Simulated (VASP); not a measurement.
# SrCl2 (Fm-3m) in VASP: further runs

SrCl2 is run at these levels: PBE; tasks: single point.

Program: VASP 6.6.1. These are calculated values, not measurements. Logs are shortened: lines on timing, memory, paths and dates and some standing lists are left out, and cuts for length are marked.

**1. The cell of the first run**

The structure is cubic, space group Fm-3m (No. 225). The conventional cell has a = 7.069 Å, b = 7.069 Å, c = 7.069 Å, α = 90.00°, β = 90.00°, γ = 90.00°. Within 4.0 Å of Sr (site symmetry m-3m) lie 8 Cl at 3.06 Å. Within 4.0 Å of Cl (site symmetry -43m) lie 4 Sr at 3.06 Å and 6 Cl at 3.53 Å.

**2. Single point, PBE**

INCAR reads:

```
ALGO = Normal ; EDIFF = 1E-7
ENCUT = 520 ; GGA = PE
ISIF = 2 ; ISMEAR = -1
LASPH = T ; LCHARG = F
LREAL = F ; LWAVE = F
NBANDS = 19 ; NELM = 60
PREC = Accurate ; SIGMA = 0.02
```

KPOINTS reads:

```
k-points
0
Gamma
  6 6 6
```

POSCAR reads:

```
SrCl2
1.0
    0.0000000000      3.5342546063      3.5342546063
    3.5342546063      0.0000000000      3.5342546063
    3.5342546063      3.5342546063      0.0000000000
Sr Cl
1 2
Direct
    0.0000000000      0.0000000000      0.0000000000
    0.2500000000      0.2500000000      0.2500000000
    0.7500000000      0.7500000000      0.7500000000
```

Potentials or basis: VASP PAW PBE potentials, release 64 (Sr_sv, Cl).

Run with:

```console
> cat potpaw_PBE.64/Sr_sv/POTCAR potpaw_PBE.64/Cl/POTCAR > POTCAR
> mpirun -np 1 vasp_std > vasp.out
```

OUTCAR:

```text
EDIFF = 1E-7
   ENCUT = 520
   GGA = PE
   ISIF = 2
   ISMEAR = -1
   LASPH = T
   LREAL = F
   NELM = 60
   PREC = Accurate

 ion  position               nearest neighbor table
   1  0.000  0.000  0.000-   3 3.06   3 3.06   3 3.06   2 3.06   3 3.06   2 3.06   2 3.06   2 3.06

   2  0.250  0.250  0.250-   1 3.06   1 3.06   1 3.06   1 3.06
   3  0.750  0.750  0.750-   1 3.06   1 3.06   1 3.06   1 3.06

  LATTYP: Found a face centered cubic cell.
 ALAT       =     7.0685092126

  Lattice vectors:

 A1 = (   0.0000000000,   3.5342546063,   3.5342546063)
 A2 = (   3.5342546063,   0.0000000000,   3.5342546063)
 A3 = (   3.5342546063,   3.5342546063,   0.0000000000)

Analysis of symmetry for initial positions (statically):
=====================================================================
 Subroutine PRICEL returns:
 Original cell was already a primitive cell.

 Routine SETGRP: Setting up the symmetry group for a
 face centered cubic supercell.

 Subroutine GETGRP returns: Found 48 space group operations
 (whereof 48 operations were pure point group operations)
 out of a pool of 48 trial point group operations.

The static configuration has the point symmetry O_h .

Analysis of symmetry for dynamics (positions and initial velocities):
=====================================================================
 Subroutine PRICEL returns:
 Original cell was already a primitive cell.

 Routine SETGRP: Setting up the symmetry group for a
 face centered cubic supercell.

 Subroutine GETGRP returns: Found 48 space group operations
 (whereof 48 operations were pure point group operations)
 out of a pool of 48 trial point group operations.

The dynamic configuration has the point symmetry O_h .

 Subroutine INISYM returns: Found 48 space group operations
 (whereof 48 operations are pure point group operations),
 and found     1 'primitive' translations

----------------------------------------------------------------------------------------

                                     Primitive cell

  volume of cell :      88.2924

  direct lattice vectors                    reciprocal lattice vectors
     0.000000000  3.534254606  3.534254606    -0.141472547  0.141472547  0.141472547
     3.534254606  0.000000000  3.534254606     0.141472547 -0.141472547  0.141472547
     3.534254606  3.534254606  0.000000000     0.141472547  0.141472547 -0.141472547

  length of vectors
     4.998190797  4.998190797  4.998190797     0.245037639  0.245037639  0.245037639

  position of ions in fractional coordinates (direct lattice)
     0.000000000  0.000000000  0.000000000
     0.250000000  0.250000000  0.250000000
     0.750000000  0.750000000  0.750000000

  ion indices of the primitive-cell ions
   primitive index   ion index
                 1           1
                 2           2
                 3           3

----------------------------------------------------------------------------------------

 KPOINTS: k-points

Automatic generation of k-mesh.
 Grid dimensions read from file:
 generate k-points for:    6    6    6

 Generating k-lattice:

  Cartesian coordinates                     Fractional coordinates (reciprocal lattice)
    -0.023578758  0.023578758  0.023578758     0.166666667  0.000000000  0.000000000
     0.023578758 -0.023578758  0.023578758     0.000000000  0.166666667  0.000000000
     0.023578758  0.023578758 -0.023578758     0.000000000  0.000000000  0.166666667

  Length of vectors
     0.040839606  0.040839606  0.040839606

  Shift w.r.t. Gamma in fractional coordinates (k-lattice)
     0.000000000  0.000000000  0.000000000

 Subroutine IBZKPT returns following result:
 ===========================================

 Found     16 irreducible k-points:

 Following reciprocal coordinates:
            Coordinates               Weight
  0.000000  0.000000  0.000000      1.000000
  0.166667  0.000000  0.000000      8.000000
  0.333333  0.000000  0.000000      8.000000
  0.500000  0.000000  0.000000      4.000000
  0.166667  0.166667  0.000000      6.000000
  0.333333  0.166667  0.000000     24.000000
[... 8 lines left out ...]
 -0.333333  0.333333  0.166667     24.000000
 -0.333333  0.500000  0.166667     12.000000
   k-points           NKPTS =     16   k-points in BZ     NKDIM =     16   number of bands    NBANDS=     19
   number of dos      NEDOS =    301   number of ions     NIONS =      3
   total plane-waves  NPLWV =  64000
   dimension x,y,z NGX =    40 NGY =   40 NGZ =   40
   dimension x,y,z NGXF=    80 NGYF=   80 NGZF=   80
   ions per type =               1   2
   NGX,Y,Z   is equivalent  to a cutoff of  13.30, 13.30, 13.30 a.u.
   NGXF,Y,Z  is equivalent  to a cutoff of  26.61, 26.61, 26.61 a.u.
 SYSTEM =  unknown system
   PREC   = accura    normal or accurate (medium, high low for compatibility)
   ISTART =      0    job   : 0-new  1-cont  2-samecut
   ICHARG =      2    charge: 1-file 2-atom 10-const
   ISPIN  =      1    spin polarized calculation?
   LNONCOLLINEAR =      F non collinear calculations
   LSORBIT =      F    spin-orbit coupling
   LASPH  =      T    aspherical Exc in radial PAW
   ENCUT  =  520.0 eV  38.22 Ry    6.18 a.u.   9.29  9.29  9.29*2*pi/ulx,y,z
   NELM   =     60;   NELMIN=  2; NELMDL= -5     # of ELM steps
   EDIFF  = 0.1E-06   stopping-criterion for ELM
   LREAL  =      F    real-space projection
   EDIFFG = 0.1E-05   stopping-criterion for IOM
   NSW    =      0    number of steps for IOM
   IBRION =     -1    ionic relax: 0-MD 1-quasi-New 2-CG
   NFREE  =      0    steps in history (QN), initial steepest desc. (CG)
   ISIF   =      2    stress and relaxation
   ISYM   =      2    0-nonsym 1-usesym 2-fastsym
   POTIM  = 0.5000    time-step for ionic-motion
   TEBEG  =    0.0;   TEEND  =   0.0 temperature during run
   PSTRESS=    0.0 pullay stress
   NELECT =      24.0000    total number of electrons
   NUPDOWN=      -1.0000    fix difference up-down
   EMIN   =  10.00;   EMAX   =-10.00  energy-range for DOS
   EFERMI =   0.00;   METHOD = LEGACY
   ISMEAR =    -1;   SIGMA  =   0.02  broadening in eV -4-tet -1-fermi 0-gaus
   EFERMI_NEDOS =   21; number of points for ismear=-14 and -15
   IALGO  =     38    algorithm
   IMIX   =      4    mixing-type and parameters
     AMIX     =   0.40;   BMIX     =  1.00
     AMIX_MAG =   1.60;   BMIX_MAG =  1.00
  volume/ion in A,a.u.               =      29.43       198.61
  Fermi-wavevector in a.u.,A,eV,Ry     =   1.060484  2.004024 15.301467  1.124626
  Thomas-Fermi vector in A             =   2.195867
   LORBIT       =      0    0 simple, 1 ext, 2 COOP (PROOUT), +10 PAW based schemes
   GGA     = PE    functional components
   LHFCALC =     F    Hartree Fock is set to
   AEXX    =    0.0000 exact exchange contribution
   IVDW    =     0    specifies the selected vdW correction
   LEPSILON=     F    determine dielectric tensor
   LRPA    =     F    only Hartree local field effects (RPA)
 non-spin polarized calculation
  energy-cutoff  :      520.00
  volume of cell :       88.29
 maximum number of plane-waves:      2421
 NGX is ok and might be reduce to    40
   NGX = 19   NGY = 19   NGZ = 19

 number of electron      23.9999998 magnetization

 Free energy of the ion-electron system (eV)
  ---------------------------------------------------
  ext. energy  EPLUGINS =         0.00000000
  ---------------------------------------------------
  free energy    TOTEN  =       -12.79094473 eV

  energy without entropy =      -12.79094473  energy(sigma->0) =      -12.79094473

 E-fermi :   0.3977     XC(G=0):  -8.1154

 val. band max:       -0.0984182093   @ k =   0.5000   0.5000   0.0000
 cond. band min:       5.0890027992   @ k =   0.0000   0.0000   0.0000
 fundamental gap:      5.1874210084
 Fermi energy:         0.3977471139

 k-point     1 :       0.0000    0.0000    0.0000
  band No.  band energies     occupation
      1     -33.1177      2.00000
      2     -15.0928      2.00000
      3     -15.0928      2.00000
      4     -15.0928      2.00000
      5     -13.2854      2.00000
      6     -12.5127      2.00000
[... 11 lines left out ...]
     18       8.8695      0.00000
     19       8.9816      0.00000

 k-point     2 :       0.1667    0.0000    0.0000
  band No.  band energies     occupation
      1     -33.1171      2.00000
      2     -15.1577      2.00000
      3     -15.0956      2.00000
      4     -15.0956      2.00000
      5     -13.1627      2.00000
      6     -12.5644      2.00000
[... 11 lines left out ...]
     18       8.5098      0.00000
     19       9.5052      0.00000

 k-point     3 :       0.3333    0.0000    0.0000
  band No.  band energies     occupation
      1     -33.1158      2.00000
      2     -15.2666      2.00000
      3     -15.1012      2.00000
      4     -15.1012      2.00000
      5     -12.9666      2.00000
      6     -12.6319      2.00000
[... 11 lines left out ...]
     18       8.3271      0.00000
     19       8.8246      0.00000

 k-point     4 :       0.5000    0.0000    0.0000
  band No.  band energies     occupation
      1     -33.1152      2.00000
      2     -15.3135      2.00000
      3     -15.1040      2.00000
      4     -15.1040      2.00000
      5     -12.9201      2.00000
      6     -12.6182      2.00000
[... 11 lines left out ...]
     18       8.3411      0.00000
     19       8.4066      0.00000

 k-point     5 :       0.1667    0.1667    0.0000
  band No.  band energies     occupation
      1     -33.1169      2.00000
      2     -15.1730      2.00000
      3     -15.0995      2.00000
      4     -15.0995      2.00000
      5     -13.1185      2.00000
      6     -12.5841      2.00000
[... 11 lines left out ...]
     18       8.5972      0.00000
     19       8.6324      0.00000
[... 158 lines left out ...]
      2     -15.3616      2.00000
      3     -15.1195      2.00000
      4     -15.1195      2.00000
      5     -12.7851      2.00000
      6     -12.6470      2.00000
[... 11 lines left out ...]
     18       8.3876      0.00000
     19       9.4942      0.00000

 k-point    14 :       0.5000    0.3333    0.1667
  band No.  band energies     occupation
      1     -33.1150      2.00000
      2     -15.2791      2.00000
      3     -15.1627      2.00000
      4     -15.1105      2.00000
      5     -12.7894      2.00000
      6     -12.7085      2.00000
[... 11 lines left out ...]
     18       8.3934      0.00000
     19       9.5134      0.00000

 k-point    15 :      -0.3333    0.3333    0.1667
  band No.  band energies     occupation
      1     -33.1146      2.00000
      2     -15.2644      2.00000
      3     -15.2122      2.00000
      4     -15.1142      2.00000
      5     -12.7617      2.00000
      6     -12.6879      2.00000
[... 11 lines left out ...]
     18       8.8022      0.00000
     19       9.6369      0.00000

 k-point    16 :      -0.3333    0.5000    0.1667
  band No.  band energies     occupation
      1     -33.1144      2.00000
      2     -15.3046      2.00000
      3     -15.1839      2.00000
      4     -15.1197      2.00000
      5     -12.7470      2.00000
      6     -12.6782      2.00000
[... 11 lines left out ...]
     18       9.1779      0.00000
     19       9.6898      0.00000

------------------------ aborting loop because EDIFF is reached ----------------------------------------

  FORCE on cell =-STRESS in cart. coord.  units (eV):
  Direction    XX          YY          ZZ          XY          YZ          ZX
  --------------------------------------------------------------------------------------
  -------------------------------------------------------------------------------------
  Total       -0.1716747     -0.1716747     -0.1716747     -0.0000000      0.0000000      0.0000000
  in kB       -3.1152533     -3.1152533     -3.1152533     -0.0000000      0.0000000      0.0000000
  external PRESSURE =      -3.1152533 kB  Pullay stress =       0.0000000 kB

 VOLUME and BASIS-vectors are now :
 -----------------------------------------------------------------------------
  energy-cutoff  :      520.00
  volume of cell :       88.29
      direct lattice vectors                 reciprocal lattice vectors
     0.000000000  3.534254606  3.534254606    -0.141472547  0.141472547  0.141472547
     3.534254606  0.000000000  3.534254606     0.141472547 -0.141472547  0.141472547
     3.534254606  3.534254606  0.000000000     0.141472547  0.141472547 -0.141472547

 POSITION                                       TOTAL-FORCE (eV/Angst)
 -----------------------------------------------------------------------------------
      0.00000      0.00000      0.00000         0.000000     -0.000000      0.000000
      1.76713      1.76713      1.76713        -0.000000      0.000000      0.000000
      5.30138      5.30138      5.30138         0.000000     -0.000000     -0.000000
 -----------------------------------------------------------------------------------
    total drift:                               -0.000000     -0.000000      0.000000

  FREE ENERGIE OF THE ION-ELECTRON SYSTEM (eV)
  ---------------------------------------------------
  free  energy   TOTEN  =       -12.7909447344 eV

  energy  without entropy=      -12.7909447344  energy(sigma->0) =      -12.79094473
```

It took 31 s on 1 thread of AMD EPYC 7R13 (Zen 3), shared host; peak memory 0.2 GiB.

What came out:

```yaml
Free_energy: -12.7909 eV
Pressure: -0.3 GPa
Band_gap_on_the_k_mesh: 5.19 eV, indirect (least direct gap 5.51 eV)
```

(Part 1 of 2 ends here.)
